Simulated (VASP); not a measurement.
# PtSe2 in VASP: a series of runs

Aim: see how the results for PtSe2 move with the level of theory and the settings. Levels: PBE, LDA. Tasks: single point.

All numbers are computed with VASP 6.6.1; they aren't measurements. Logs are shortened: lines on timing, memory, paths and dates and some standing lists are left out, and cuts for length are marked.

**1. The cell of the first run**

The cell holds a sheet with vacuum, 3 atoms: a = 3.730 Å, b = 3.730 Å, c = 29.040 Å, α = 90.00°, β = 90.00°, γ = 120.00°.

**2. Single point, PBE**

File INCAR:

```
SYSTEM = PtSe2
  PREC = Accurate
  ENCUT = 520
  EDIFF = 1E-7
  ISMEAR = 0
  SIGMA = 0.01
  LREAL = .False.
  LASPH = .True.
  NELM = 80
  ALGO = Normal
  ISIF = 2
  LWAVE = .False.
  LCHARG = .True.
  LDIPOL = .True.
  IDIPOL = 3
  DIPOL = 0.5 0.5 0.355
  GGA = PE
  LELF = .True.
  LVHAR = .True.
  LVACPOTAV = .True.
  NBANDS = 18
```

File KPOINTS:

```
Automatic mesh
0
Gamma
  12 12 1
  0 0 0
```

File POSCAR:

```
PtSe2
1.0
    3.7300000000      0.0000000000      0.0000000000
   -1.8650000000      3.2302747561      0.0000000000
    0.0000000000      0.0000000000     29.0400000032
Se Pt
2 1
Direct
    0.6666666667      0.3333333333      0.3063054521
    0.6666666667      0.3333333333      0.4037496443
    0.3333333333      0.6666666667      0.3550275482
```

Potentials or basis: VASP PAW PBE potentials, release 64 (Se, Pt).

Run with:

```
cat potpaw_PBE.64/Se/POTCAR potpaw_PBE.64/Pt/POTCAR > POTCAR
mpirun -np 1 vasp_std > vasp.out
```

OUTCAR:

```text
SYSTEM = PtSe2
   PREC = Accurate
   ENCUT = 520
   EDIFF = 1E-7
   ISMEAR = 0
   LREAL = .False.
   LASPH = .True.
   NELM = 80
   ISIF = 2
   GGA = PE

 ion  position               nearest neighbor table
   1  0.667  0.333  0.306-   3 2.58   3 2.58   3 2.58
   2  0.667  0.333  0.404-   3 2.58   3 2.58   3 2.58
   3  0.333  0.667  0.355-   1 2.58   2 2.58   1 2.58   2 2.58   1 2.58   2 2.58

  LATTYP: Found a hexagonal cell.
 ALAT       =     3.7300000000
 C/A-ratio  =     7.7855227891

  Lattice vectors:

 A1 = (   3.7300000000,   0.0000000000,   0.0000000000)
 A2 = (  -1.8650000000,   3.2302747561,   0.0000000000)
 A3 = (   0.0000000000,   0.0000000000,  29.0400000032)

Analysis of symmetry for initial positions (statically):
=====================================================================
 Subroutine PRICEL returns:
 Original cell was already a primitive cell.

 Routine SETGRP: Setting up the symmetry group for a
 hexagonal supercell.

 Subroutine GETGRP returns: Found 12 space group operations
 (whereof  6 operations were pure point group operations)
 out of a pool of 24 trial point group operations.

The static configuration has the point symmetry C_3v.
 The point group associated with its full space group is D_3h.

Analysis of symmetry for dynamics (positions and initial velocities):
=====================================================================
 Subroutine PRICEL returns:
 Original cell was already a primitive cell.

 Routine SETGRP: Setting up the symmetry group for a
 hexagonal supercell.

 Subroutine GETGRP returns: Found 12 space group operations
 (whereof  6 operations were pure point group operations)
 out of a pool of 24 trial point group operations.

The dynamic configuration has the point symmetry C_3v.
 The point group associated with its full space group is D_3h.

 Subroutine INISYM returns: Found 12 space group operations
 (whereof  6 operations are pure point group operations),
 and found     1 'primitive' translations

----------------------------------------------------------------------------------------

                                     Primitive cell

  volume of cell :     349.9008

  direct lattice vectors                    reciprocal lattice vectors
     3.730000000  0.000000000  0.000000000     0.268096515  0.154785595  0.000000000
    -1.865000000  3.230274756  0.000000000     0.000000000  0.309571190  0.000000000
     0.000000000  0.000000000 29.040000003     0.000000000  0.000000000  0.034435262

  length of vectors
     3.730000000  3.730000000 29.040000003     0.309571190  0.309571190  0.034435262

  position of ions in fractional coordinates (direct lattice)
     0.666666667  0.333333333  0.306305452
     0.666666667  0.333333333  0.403749644
     0.333333333  0.666666667  0.355027548

  ion indices of the primitive-cell ions
   primitive index   ion index
                 1           1
                 2           2
                 3           3

----------------------------------------------------------------------------------------

 KPOINTS: Automatic mesh

Automatic generation of k-mesh.
 Grid dimensions read from file:
 generate k-points for:   12   12    1

 Generating k-lattice:

  Cartesian coordinates                     Fractional coordinates (reciprocal lattice)
     0.022341376  0.012898800  0.000000000     0.083333333  0.000000000  0.000000000
     0.000000000  0.025797599  0.000000000     0.000000000  0.083333333  0.000000000
     0.000000000  0.000000000  0.034435262     0.000000000  0.000000000  1.000000000

  Length of vectors
     0.025797599  0.025797599  0.034435262

  Shift w.r.t. Gamma in fractional coordinates (k-lattice)
     0.000000000  0.000000000  0.000000000

 Subroutine IBZKPT returns following result:
 ===========================================

 Found     19 irreducible k-points:

 Following reciprocal coordinates:
            Coordinates               Weight
  0.000000  0.000000  0.000000      1.000000
  0.083333  0.000000  0.000000      6.000000
  0.166667  0.000000  0.000000      6.000000
  0.250000  0.000000  0.000000      6.000000
  0.333333  0.000000  0.000000      6.000000
  0.416667  0.000000  0.000000      6.000000
[... 11 lines left out ...]
  0.333333  0.250000  0.000000     12.000000
  0.333333  0.333333  0.000000      2.000000
   k-points           NKPTS =     19   k-points in BZ     NKDIM =     19   number of bands    NBANDS=     18
   number of dos      NEDOS =    301   number of ions     NIONS =      3
   total plane-waves  NPLWV = 169344
   dimension x,y,z NGX =    28 NGY =   28 NGZ =  216
   dimension x,y,z NGXF=    56 NGYF=   56 NGZF=  432
   ions per type =               2   1
   NGX,Y,Z   is equivalent  to a cutoff of  12.48, 12.48, 12.37 a.u.
   NGXF,Y,Z  is equivalent  to a cutoff of  24.96, 24.96, 24.73 a.u.
 SYSTEM =  PtSe2
   PREC   = accura    normal or accurate (medium, high low for compatibility)
   ISTART =      0    job   : 0-new  1-cont  2-samecut
   ICHARG =      2    charge: 1-file 2-atom 10-const
   ISPIN  =      1    spin polarized calculation?
   LNONCOLLINEAR =      F non collinear calculations
   LSORBIT =      F    spin-orbit coupling
   LASPH  =      T    aspherical Exc in radial PAW
   ENCUT  =  520.0 eV  38.22 Ry    6.18 a.u.   6.94  6.94 54.00*2*pi/ulx,y,z
   NELM   =     80;   NELMIN=  2; NELMDL= -5     # of ELM steps
   EDIFF  = 0.1E-06   stopping-criterion for ELM
   LREAL  =      F    real-space projection
   EDIFFG = 0.1E-05   stopping-criterion for IOM
   NSW    =      0    number of steps for IOM
   IBRION =     -1    ionic relax: 0-MD 1-quasi-New 2-CG
   NFREE  =      0    steps in history (QN), initial steepest desc. (CG)
   ISIF   =      2    stress and relaxation
   ISYM   =      2    0-nonsym 1-usesym 2-fastsym
   POTIM  = 0.5000    time-step for ionic-motion
   TEBEG  =    0.0;   TEEND  =   0.0 temperature during run
   PSTRESS=    0.0 pullay stress
   NELECT =      22.0000    total number of electrons
   NUPDOWN=      -1.0000    fix difference up-down
   EMIN   =  10.00;   EMAX   =-10.00  energy-range for DOS
   EFERMI =   0.00;   METHOD = LEGACY
   ISMEAR =     0;   SIGMA  =   0.01  broadening in eV -4-tet -1-fermi 0-gaus
   EFERMI_NEDOS =   21; number of points for ismear=-14 and -15
   IALGO  =     38    algorithm
   IMIX   =      4    mixing-type and parameters
     AMIX     =   0.40;   BMIX     =  1.00
     AMIX_MAG =   1.60;   BMIX_MAG =  1.00
  volume/ion in A,a.u.               =     116.63       787.08
  Fermi-wavevector in a.u.,A,eV,Ry     =   0.650980  1.230173  5.765802  0.423775
  Thomas-Fermi vector in A             =   1.720432
   LORBIT       =      0    0 simple, 1 ext, 2 COOP (PROOUT), +10 PAW based schemes
   GGA     = PE    functional components
   LHFCALC =     F    Hartree Fock is set to
   AEXX    =    0.0000 exact exchange contribution
   IVDW    =     0    specifies the selected vdW correction
   LEPSILON=     F    determine dielectric tensor
   LRPA    =     F    only Hartree local field effects (RPA)
 non-spin polarized calculation
 Gauss-broadening in eV      SIGMA  =   0.01
  energy-cutoff  :      520.00
  volume of cell :      349.90
 maximum number of plane-waves:      9457
 NGX is ok and might be reduce to    28
   NGX = 13   NGY = 13   NGZ =107

 dipolmoment           0.000000      0.000000     -0.000001 electrons x Angstroem

 number of electron      22.0000001 magnetization

 dipolmoment           0.000000      0.000000      0.000001 electrons x Angstroem

 Free energy of the ion-electron system (eV)
  ---------------------------------------------------
  ext. energy  EPLUGINS =         0.00000000
  ---------------------------------------------------
  free energy    TOTEN  =       -12.91624647 eV

  energy without entropy =      -12.91603222  energy(sigma->0) =      -12.91613934

 E-fermi :  -2.7270     XC(G=0):  -2.3805

 val. band max:       -2.7783470898   @ k =   0.0833   0.0833   0.0000
 cond. band min:      -2.7240008271   @ k =   0.1667   0.1667   0.0000
 fundamental gap:      0.0543462628
 Fermi energy:        -2.7270465290

 k-point     1 :       0.0000    0.0000    0.0000
  band No.  band energies     occupation
      1     -17.7772      2.00000
      2     -15.9573      2.00000
      3      -8.8712      2.00000
      4      -7.6946      2.00000
      5      -7.6946      2.00000
      6      -6.9430      2.00000
[... 10 lines left out ...]
     17       2.0138      0.00000
     18       2.3367      0.00000

 k-point     2 :       0.0833    0.0000    0.0000
  band No.  band energies     occupation
      1     -17.7233      2.00000
      2     -15.9346      2.00000
      3      -8.8058      2.00000
      4      -7.7985      2.00000
      5      -7.6336      2.00000
      6      -7.0022      2.00000
[... 10 lines left out ...]
     17       2.1118      0.00000
     18       2.4640      0.00000

 k-point     3 :       0.1667    0.0000    0.0000
  band No.  band energies     occupation
      1     -17.5711      2.00000
      2     -15.8713      2.00000
      3      -8.6393      2.00000
      4      -8.0497      2.00000
      5      -7.4560      2.00000
      6      -7.1547      2.00000
[... 10 lines left out ...]
     17       2.4019      0.00000
     18       2.7820      0.00000

 k-point     4 :       0.2500    0.0000    0.0000
  band No.  band energies     occupation
      1     -17.3502      2.00000
      2     -15.7813      2.00000
      3      -8.6156      2.00000
      4      -8.1541      2.00000
      5      -7.3451      2.00000
      6      -7.2704      2.00000
[... 270 lines left out ...]
      4      -8.2856      2.00000
      5      -7.7845      2.00000
      6      -6.8317      2.00000
[... 10 lines left out ...]
     17       3.8933      0.00000
     18       4.6684      0.00000

 k-point    18 :       0.3333    0.2500    0.0000
  band No.  band energies     occupation
      1     -16.7625      2.00000
      2     -15.5452      2.00000
      3      -8.7995      2.00000
      4      -8.4540      2.00000
      5      -7.7114      2.00000
      6      -6.9964      2.00000
[... 10 lines left out ...]
     17       4.5589      0.00000
     18       5.2972      0.00000

 k-point    19 :       0.3333    0.3333    0.0000
  band No.  band energies     occupation
      1     -16.7274      2.00000
      2     -15.5302      2.00000
      3      -8.6834      2.00000
      4      -8.5407      2.00000
      5      -7.5927      2.00000
      6      -7.3377      2.00000
[... 10 lines left out ...]
     17       5.2163      0.00000
     18       5.4296      0.00000

------------------------ aborting loop because EDIFF is reached ----------------------------------------

 vacuum level on the upper side and lower side of the slab       (xc-potential included)        -0.135        -0.136

  FORCE on cell =-STRESS in cart. coord.  units (eV):
  Direction    XX          YY          ZZ          XY          YZ          ZX
  --------------------------------------------------------------------------------------
  -------------------------------------------------------------------------------------
  Total       -0.8796144     -0.8796144     -0.0274183     -0.0000000      0.0000000      0.0000000
  in kB       -4.0277081     -4.0277081     -0.1255469     -0.0000000      0.0000000      0.0000000
  external PRESSURE =      -2.7269877 kB  Pullay stress =       0.0000000 kB

 VOLUME and BASIS-vectors are now :
 -----------------------------------------------------------------------------
  energy-cutoff  :      520.00
  volume of cell :      349.90
      direct lattice vectors                 reciprocal lattice vectors
     3.730000000  0.000000000  0.000000000     0.268096515  0.154785595  0.000000000
    -1.865000000  3.230274756  0.000000000     0.000000000  0.309571190  0.000000000
     0.000000000  0.000000000 29.040000003     0.000000000  0.000000000  0.034435262

 POSITION                                       TOTAL-FORCE (eV/Angst)
 -----------------------------------------------------------------------------------
      1.86500      1.07676      8.89511         0.000000      0.000000      0.004802
      1.86500      1.07676     11.72489         0.000000     -0.000000     -0.004802
     -0.00000      2.15352     10.31000        -0.000000      0.000000     -0.000000
 -----------------------------------------------------------------------------------
    total drift:                                0.000000     -0.000000      0.000028

  FREE ENERGIE OF THE ION-ELECTRON SYSTEM (eV)
  ---------------------------------------------------
  free  energy   TOTEN  =       -12.9162464704 eV

  energy  without entropy=      -12.9160322172  energy(sigma->0) =      -12.91613934

 vacuum level on the upper side and lower side of the slab         1.916         1.916
```

Run time: 2.2 min. Hardware: 1 thread of Intel Xeon Platinum 8488C (Sapphire Rapids), shared host; peak memory 0.49 GiB.

Results:

```
Free energy                     : -12.9162 eV
Largest force                   : 0.005 eV/Å
Band gap on the k mesh          : zero (band 11 reaches -2.27 eV, above the bottom of band 12 at -2.86 eV)
Work function of the upper face : 4.64 eV
Work function of the lower face : 4.64 eV
```

Forces on the atoms (eV/Å):
```
Se   0.000  0.000  0.005
Se   0.000  0.000 -0.005
Pt   0.000  0.000  0.000
```

Caveat: spin-orbit coupling is left out, which moves the levels of the heavy elements.

(Continued in part 2 of 2.)
